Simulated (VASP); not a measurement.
Pt, 12 atoms in the cell. Symmetry: Fm-3m, No. 225, cubic system. The conventional cell has a = 3.922 Å, b = 3.922 Å, c = 3.922 Å, α = 90.00°, β = 90.00°, γ = 90.00°. Pt (site symmetry m-3m) has 12 Pt at 2.77 Å within 3.7 Å. 

| Item | Value |
| --- | --- |
| Program | VASP 6.6.1 |
| Task | single point |
| Functional | RPBE |
| Dispersion | D3(BJ) |
| Potentials or basis | VASP PAW PBE potentials, release 64 (Pt) |
| Cutoff | 500 eV |
| k mesh | 3 × 4 × 4, shifted |
| Occupations | methfessel-paxton, width 0.15 eV |
| Spin | no spin polarisation |
| Dipole correction | no |
| Further INCAR settings | ALGO = Normal; EDIFF = 1e-06; NBANDS = 72 |

Potentials or basis: VASP PAW PBE potentials, release 64 (Pt).

The run is started by

```sh
$ cat potpaw_PBE.64/Pt/POTCAR > POTCAR
$ mpirun -np 1 vasp_std > vasp.out
```

Hardware: 1 thread of Intel(R) Xeon(R) Platinum 8488C (Sapphire Rapids) (shared host).

Task: How long does it take, and how much memory?

Result: It took 2.4 min on 1 thread of Intel(R) Xeon(R) Platinum 8488C (Sapphire Rapids), on a shared host, peak memory 0.37 GiB. Counts: scf iterations 12, k points 16.
